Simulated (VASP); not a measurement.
# Ir (C2/m) in VASP: single point with LDA

Aim: the single point of Ir with LDA.

Program: VASP 6.6.1. These are calculated values, not measurements. Logs are shortened: lines on timing, memory, paths and dates and some standing lists are left out, and cuts for length are marked.

## (1) The cell of the first run

Symmetry: C2/m, No. 12, monoclinic system. The conventional cell has a = 4.497 Å, b = 2.695 Å, c = 2.697 Å, α = 90.00°, β = 122.27°, γ = 90.00°. Ir (site symmetry 2/m) has 12 Ir at 2.62 to 2.77 Å within 3.5 Å.

## (2) Single point, LDA (engineering shear strain xz -0.0550, engineering shear strain yz -0.0550)

File INCAR:

```
SYSTEM = Ir
PREC     = Accurate       ! precision mode
ENCUT    = 560            ! plane-wave cutoff, eV
EDIFF    = 1E-6           ! SCF threshold, eV
ISMEAR   = 0              ! smearing method
SIGMA    = 0.15           ! smearing width, eV
LREAL    = .False.        ! projectors in reciprocal space
LASPH    = .True.         ! aspherical terms in the spheres
NELM     = 120            ! most SCF steps
ALGO     = Normal         ! electronic algorithm
ISIF     = 2              ! what is computed and relaxed
LWAVE    = .False.        ! write WAVECAR
LCHARG   = .False.        ! write CHGCAR
GGA      = CA             ! functional
NBANDS   = 14             ! bands
GGA_COMPAT= .False.
```

File KPOINTS:

```
regular mesh
0
Gamma
  20 20 20
  0 0 0
```

File POSCAR:

```
Ir
1.0
   -0.0523986334      1.8530062193      1.8530062193
    1.8530062193     -0.0523986334      1.8530062193
    1.9054048527      1.9054048527     -0.1047972669
Ir
1
Direct
    0.0000000000      0.0000000000      0.0000000000
```

Potentials or basis: VASP PAW LDA potentials, release 64 (Ir_sv_GW).

On the command line:

```bash
> cat potpaw_LDA.64/Ir_sv_GW/POTCAR > POTCAR
> mpirun -np 1 vasp_std > vasp.out
```

OUTCAR:

```text
SYSTEM = Ir
   PREC = Accurate
   ENCUT = 560
   EDIFF = 1E-6
   ISMEAR = 0
   LREAL = .False.
   LASPH = .True.
   NELM = 120
   ISIF = 2
   GGA = CA

 ion  position               nearest neighbor table
   1  0.000  0.000  0.000-

  LATTYP: Found a base centered monoclinic cell.
 ALAT       =     4.4965435116
 B/A-ratio  =     0.5992712797
 C/A-ratio  =     0.5997243074
 COS(beta)  =    -0.5338542620

  Lattice vectors:

 A1 = (   0.0523986334,  -1.8530062193,  -1.8530062193)
 A2 = (  -1.8530062193,   0.0523986334,  -1.8530062193)
 A3 = (   1.9054048527,   1.9054048527,  -0.1047972669)

Analysis of symmetry for initial positions (statically):
=====================================================================
 Subroutine PRICEL returns:
 Original cell was already a primitive cell.

 Routine SETGRP: Setting up the symmetry group for a
 base centered monoclinic supercell.

 Subroutine GETGRP returns: Found  4 space group operations
 (whereof  4 operations were pure point group operations)
 out of a pool of  4 trial point group operations.

The static configuration has the point symmetry C_2h.

Analysis of symmetry for dynamics (positions and initial velocities):
=====================================================================
 Subroutine PRICEL returns:
 Original cell was already a primitive cell.

 Routine SETGRP: Setting up the symmetry group for a
 base centered monoclinic supercell.

 Subroutine GETGRP returns: Found  4 space group operations
 (whereof  4 operations were pure point group operations)
 out of a pool of  4 trial point group operations.

The dynamic configuration has the point symmetry C_2h.

 Subroutine INISYM returns: Found  4 space group operations
 (whereof  4 operations are pure point group operations),
 and found     1 'primitive' translations

----------------------------------------------------------------------------------------

                                     Primitive cell

  volume of cell :      13.8145

  direct lattice vectors                    reciprocal lattice vectors
    -0.052398633  1.853006219  1.853006219    -0.255184178  0.269638669  0.262808922
     1.853006219 -0.052398633  1.853006219     0.269638669 -0.255184178  0.262808922
     1.905404853  1.905404853 -0.104797267     0.255581677  0.255581677 -0.248354431

  length of vectors
     2.621070338  2.621070338  2.696686443     0.454854379  0.454854379  0.438547501

  position of ions in fractional coordinates (direct lattice)
     0.000000000  0.000000000  0.000000000

  ion indices of the primitive-cell ions
   primitive index   ion index
                 1           1

----------------------------------------------------------------------------------------

 KPOINTS: regular mesh

Automatic generation of k-mesh.
 Grid dimensions read from file:
 generate k-points for:   20   20   20

 Generating k-lattice:

  Cartesian coordinates                     Fractional coordinates (reciprocal lattice)
    -0.012759209  0.013481933  0.013140446     0.050000000  0.000000000  0.000000000
     0.013481933 -0.012759209  0.013140446     0.000000000  0.050000000  0.000000000
     0.012779084  0.012779084 -0.012417722     0.000000000  0.000000000  0.050000000

  Length of vectors
     0.022742719  0.022742719  0.021927375

  Shift w.r.t. Gamma in fractional coordinates (k-lattice)
     0.000000000  0.000000000  0.000000000

 Subroutine IBZKPT returns following result:
 ===========================================

 Found   2112 irreducible k-points:

 Following reciprocal coordinates:
            Coordinates               Weight
  0.000000  0.000000  0.000000      1.000000
  0.050000  0.000000  0.000000      4.000000
  0.100000 -0.000000 -0.000000      4.000000
  0.150000  0.000000  0.000000      4.000000
  0.200000 -0.000000 -0.000000      4.000000
  0.250000 -0.000000  0.000000      4.000000
[... 16 lines left out ...]
 -0.400000  0.050000 -0.000000      4.000000
 -0.350000  0.050000  0.000000      4.000000
 [... further k-points ...]
   k-points           NKPTS =   2112   k-points in BZ     NKDIM =   2112   number of bands    NBANDS=     14
   number of dos      NEDOS =    301   number of ions     NIONS =      1
   total plane-waves  NPLWV =   9600
   dimension x,y,z NGX =    20 NGY =   20 NGZ =   24
   dimension x,y,z NGXF=    40 NGYF=   40 NGZF=   48
   ions per type =               1
   NGX,Y,Z   is equivalent  to a cutoff of  12.69, 12.69, 14.80 a.u.
   NGXF,Y,Z  is equivalent  to a cutoff of  25.37, 25.37, 29.59 a.u.
 SYSTEM =  Ir
   PREC   = accura    normal or accurate (medium, high low for compatibility)
   ISTART =      0    job   : 0-new  1-cont  2-samecut
   ICHARG =      2    charge: 1-file 2-atom 10-const
   ISPIN  =      1    spin polarized calculation?
   LNONCOLLINEAR =      F non collinear calculations
   LSORBIT =      F    spin-orbit coupling
   LASPH  =      T    aspherical Exc in radial PAW
   ENCUT  =  560.0 eV  41.16 Ry    6.42 a.u.   5.06  5.06  5.20*2*pi/ulx,y,z
   NELM   =    120;   NELMIN=  2; NELMDL= -5     # of ELM steps
   EDIFF  = 0.1E-05   stopping-criterion for ELM
   LREAL  =      F    real-space projection
   EDIFFG = 0.1E-04   stopping-criterion for IOM
   NSW    =      0    number of steps for IOM
   IBRION =     -1    ionic relax: 0-MD 1-quasi-New 2-CG
   NFREE  =      0    steps in history (QN), initial steepest desc. (CG)
   ISIF   =      2    stress and relaxation
   ISYM   =      2    0-nonsym 1-usesym 2-fastsym
   POTIM  = 0.5000    time-step for ionic-motion
   TEBEG  =    0.0;   TEEND  =   0.0 temperature during run
   PSTRESS=    0.0 pullay stress
   NELECT =      17.0000    total number of electrons
   NUPDOWN=      -1.0000    fix difference up-down
   EMIN   =  10.00;   EMAX   =-10.00  energy-range for DOS
   EFERMI =   0.00;   METHOD = LEGACY
   ISMEAR =     0;   SIGMA  =   0.15  broadening in eV -4-tet -1-fermi 0-gaus
   EFERMI_NEDOS =   21; number of points for ismear=-14 and -15
   IALGO  =     38    algorithm
   IMIX   =      4    mixing-type and parameters
     AMIX     =   0.40;   BMIX     =  1.00
     AMIX_MAG =   1.60;   BMIX_MAG =  1.00
  volume/ion in A,a.u.               =      13.81        93.22
  Fermi-wavevector in a.u.,A,eV,Ry     =   1.754337  3.315216 41.874622  3.077698
  Thomas-Fermi vector in A             =   2.824297
   LORBIT       =      0    0 simple, 1 ext, 2 COOP (PROOUT), +10 PAW based schemes
   GGA     = CA    functional components
   LHFCALC =     F    Hartree Fock is set to
   AEXX    =    0.0000 exact exchange contribution
   IVDW    =     0    specifies the selected vdW correction
   LEPSILON=     F    determine dielectric tensor
   LRPA    =     F    only Hartree local field effects (RPA)
 non-spin polarized calculation
 Gauss-broadening in eV      SIGMA  =   0.15
  energy-cutoff  :      560.00
  volume of cell :       13.81
 maximum number of plane-waves:       428
   NGX = 11   NGY = 11   NGZ = 11

 number of electron      17.0000000 magnetization

 Free energy of the ion-electron system (eV)
  ---------------------------------------------------
  ext. energy  EPLUGINS =         0.00000000
  ---------------------------------------------------
  free energy    TOTEN  =       -10.83410409 eV

  energy without entropy =      -10.82456607  energy(sigma->0) =      -10.82933508

 E-fermi :  13.0691     XC(G=0): -14.9317

 val. band max:       13.0646797559   @ k =   0.5000   0.1000   0.1000
 cond. band min:      13.0692671147   @ k =  -0.3500  -0.3500   0.1000
 fundamental gap:      0.0045873588
 Fermi energy:        13.0690856285

 k-point     1 :       0.0000    0.0000    0.0000
  band No.  band energies     occupation
      1     -79.4845      2.00000
      2     -36.1589      2.00000
      3     -36.1158      2.00000
      4     -36.0750      2.00000
      5       1.7890      2.00000
      6       8.4495      2.00000
      7       8.9251      2.00000
      8       9.7066      2.00000
      9      11.9846      2.00000
     10      12.0020      2.00000
     11      26.6551      0.00000
     12      31.1985      0.00000
     13      32.3481      0.00000
     14      33.6225      0.00000

 k-point     2 :       0.0500    0.0000    0.0000
  band No.  band energies     occupation
      1     -79.4827      2.00000
      2     -36.1637      2.00000
      3     -36.1324      2.00000
      4     -36.0827      2.00000
      5       1.9050      2.00000
      6       8.4860      2.00000
      7       8.9019      2.00000
      8       9.7358      2.00000
      9      11.9460      2.00000
     10      11.9632      2.00000
     11      26.8601      0.00000
     12      31.2408      0.00000
     13      32.0884      0.00000
     14      33.6876      0.00000

 k-point     3 :       0.1000   -0.0000   -0.0000
  band No.  band energies     occupation
      1     -79.4773      2.00000
      2     -36.2067      2.00000
      3     -36.1584      2.00000
      4     -36.0972      2.00000
      5       2.2425      2.00000
      6       8.5660      2.00000
      7       8.8311      2.00000
      8       9.8504      2.00000
      9      11.8455      2.00000
     10      11.8740      2.00000
     11      27.4337      0.00000
     12      30.5658      0.00000
     13      32.3123      0.00000
     14      34.1221      0.00000

 k-point     4 :       0.1500    0.0000    0.0000
  band No.  band energies     occupation
      1     -79.4686      2.00000
      2     -36.3059      2.00000
      3     -36.1700      2.00000
      4     -36.1151      2.00000
      5       2.7669      2.00000
      6       8.5477      2.00000
      7       8.8309      2.00000
      8      10.0447      2.00000
      9      11.7475      2.00000
     10      11.8018      2.00000
     11      28.1954      0.00000
     12      29.4240      0.00000
     13      33.2391      0.00000
     14      34.9255      0.00000

 k-point     5 :       0.2000   -0.0000   -0.0000
  band No.  band energies     occupation
      1     -79.4579      2.00000
      2     -36.4339      2.00000
      3     -36.1822      2.00000
      4     -36.1361      2.00000
      5       3.4072      2.00000
      6       8.4611      2.00000
      7       8.9031      2.00000
      8      10.2070      2.00000
      9      11.7497      2.00000
     10      11.8716      2.00000
     11      27.8813      0.00000
[... 276 lines left out ...]
 k-point    22 :      -0.4500    0.0500   -0.0000
  band No.  band energies     occupation
      1     -79.4063      2.00000
      2     -37.0002      2.00000
      3     -36.2510      2.00000
      4     -36.2339      2.00000
      5       4.8695      2.00000
      6       8.3802      2.00000
      7       9.6458      2.00000
      8      11.7305      2.00000
      9      13.7086      0.00000
     10      14.7024      0.00000
     11      20.9514      0.00000
     12      26.6989      0.00000
     13      31.6009      0.00000
     14      33.2882      0.00000

 k-point    23 :      -0.4000    0.0500   -0.0000
  band No.  band energies     occupation
      1     -79.4107      2.00000
      2     -36.9514      2.00000
      3     -36.2479      2.00000
      4     -36.2247      2.00000
      5       4.8811      2.00000
      6       8.4712      2.00000
      7       9.7101      2.00000
      8      11.0021      2.00000
      9      13.3558      0.00687
     10      14.3430      0.00000
     11      22.0337      0.00000
     12      27.0759      0.00000
     13      32.1240      0.00000
     14      34.0994      0.00000

 k-point    24 :      -0.3500    0.0500    0.0000
  band No.  band energies     occupation
      1     -79.4184      2.00000
      2     -36.8661      2.00000
      3     -36.2392      2.00000
      4     -36.2111      2.00000
      5       4.8565      2.00000
      6       8.6096      2.00000
      7       9.8202      2.00000
      8      10.0280      2.00000
      9      12.8273      1.97739
     10      13.8356      0.00000
     11      23.5186      0.00000
     12      27.7853      0.00000
     13      33.0785      0.00000
     14      35.4218      0.00000

 [... further k-points ...]

------------------------ aborting loop because EDIFF is reached ----------------------------------------

  FORCE on cell =-STRESS in cart. coord.  units (eV):
  Direction    XX          YY          ZZ          XY          YZ          ZX
  --------------------------------------------------------------------------------------
  -------------------------------------------------------------------------------------
  Total        0.1848267      0.1848267      0.3995052      0.0165743      1.4117862      1.4117861
  in kB       21.4358545     21.4358545     46.3338746      1.9222568    163.7363386    163.7363354
  external PRESSURE =      29.7351945 kB  Pullay stress =       0.0000000 kB

 VOLUME and BASIS-vectors are now :
 -----------------------------------------------------------------------------
  energy-cutoff  :      560.00
  volume of cell :       13.81
      direct lattice vectors                 reciprocal lattice vectors
    -0.052398633  1.853006219  1.853006219    -0.255184178  0.269638669  0.262808922
     1.853006219 -0.052398633  1.853006219     0.269638669 -0.255184178  0.262808922
     1.905404853  1.905404853 -0.104797267     0.255581677  0.255581677 -0.248354431

 POSITION                                       TOTAL-FORCE (eV/Angst)
 -----------------------------------------------------------------------------------
      0.00000      0.00000      0.00000        -0.000000      0.000000      0.000000
 -----------------------------------------------------------------------------------
    total drift:                                0.000000     -0.000000      0.000000

  FREE ENERGIE OF THE ION-ELECTRON SYSTEM (eV)
  ---------------------------------------------------
  free  energy   TOTEN  =       -10.8341040935 eV

  energy  without entropy=      -10.8245660674  energy(sigma->0) =      -10.82933508
```

Run time: 2.7 min. Hardware: 1 thread of Intel Xeon 6975P-C (Granite Rapids), shared host; peak memory 0.54 GiB.

Results:

- Free energy: -10.8341 eV
- Pressure: 3.0 GPa
- Band gap on the k mesh: zero (an odd number of electrons rules out a gap without spin polarisation)

Stress tensor (GPa, compression positive):
```
 2.14  0.19 16.37
 0.19  2.14 16.37
16.37 16.37  4.63
```

Caveat: the cell differs from its parent crystal (engineering shear strain xz -0.0550, engineering shear strain yz -0.0550); spin-orbit coupling is left out, which moves the levels of the heavy elements.
